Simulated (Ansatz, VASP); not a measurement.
## SiB2: VASP beside Ansatz

File INCAR:

```
ALGO     = Normal         # electronic algorithm
EDIFF    = 1E-7           # SCF threshold, eV
ENCUT    = 520            # plane-wave cutoff, eV
GGA      = PE             # functional
ISIF     = 2              # what is computed and relaxed
ISMEAR   = 0              # smearing method
LASPH    = T              # aspherical terms in the spheres
LCHARG   = F              # write CHGCAR
LREAL    = F              # projectors in reciprocal space
LWAVE    = F              # write WAVECAR
NBANDS   = 19             # bands
NELM     = 80             # most SCF steps
PREC     = Accurate       # precision mode
SIGMA    = 0.1            # smearing width, eV
```

Contents of KPOINTS:

```
k-points
0
Gamma
  6 6 2
```

Contents of POSCAR:

```
SiB2
1.0
    3.1192306100      0.0000000000      0.0000000000
   -1.5596153100      2.7013329500      0.0000000000
    0.0000000000      0.0000000000      7.4995269700
Si B
2 4
Direct
    0.0000000000      0.0000000000      0.0000000000
    0.0000000000      0.0000000000      0.5000000000
    0.3333333300      0.6666666700      0.2500000000
    0.6666666700      0.3333333300      0.7500000000
    0.0000000000      0.0000000000      0.2500000000
    0.0000000000      0.0000000000      0.7500000000
```

Input for Ansatz:

```yaml
crystal:
  lattice:
    - [3.11923061, 0.0, 0.0]
    - [-1.55961531, 2.70133295, 0.0]
    - [0.0, 0.0, 7.49952697]
  atoms:
    - { symbol: Si, position: [0.0, 0.0, 0.0] }
    - { symbol: Si, position: [0.0, 0.0, 0.5] }
    - { symbol: B, position: [0.33333333, 0.66666667, 0.25] }
    - { symbol: B, position: [0.66666667, 0.33333333, 0.75] }
    - { symbol: B, position: [0.0, 0.0, 0.25] }
    - { symbol: B, position: [0.0, 0.0, 0.75] }
basis:
  ecutwfc: 420
kpoints:
  mp_grid: { grid: [6, 6, 2] }
hamiltonian:
  xc: pbe
scf:
  occupations: { method: gaussian, width: 0.1 }
  lower_state_search: "off"
output:
  forces: true
  stress: true
  eigenvalues: true
```

Alike in both runs: task single point; functional PBE; k mesh 6 × 6 × 2; occupations gaussian, width 0.1 eV; no spin polarisation.

|  | VASP | Ansatz |
| --- | --- | --- |
| version | VASP 6.6.1 | Ansatz 0.2.0 |
| potentials or method | VASP PAW PBE potentials, release 64 (Si, B), cutoff 520 eV | scalar-relativistic, plane waves, PAW |
| valence electrons in the cell | 20 | 20 |

VASP gave:

| Item | Value |
| --- | --- |
| gap on the k mesh at the Fermi level (eV) | none |
| pressure (GPa) | -1.7 |
| traceless stress, the component that is largest in VASP (GPa) | 25.10 |

Question: What did Ansatz give for the same quantities?

Answer: gap on the k mesh at the Fermi level (eV): none; pressure (GPa): -1.6; traceless stress, the component that is largest in VASP (GPa): 25.21.

A gap of «none» marks a metal or a gap that the smearing closes.

The k mesh is coarse, so the values compare programs but aren't converged.
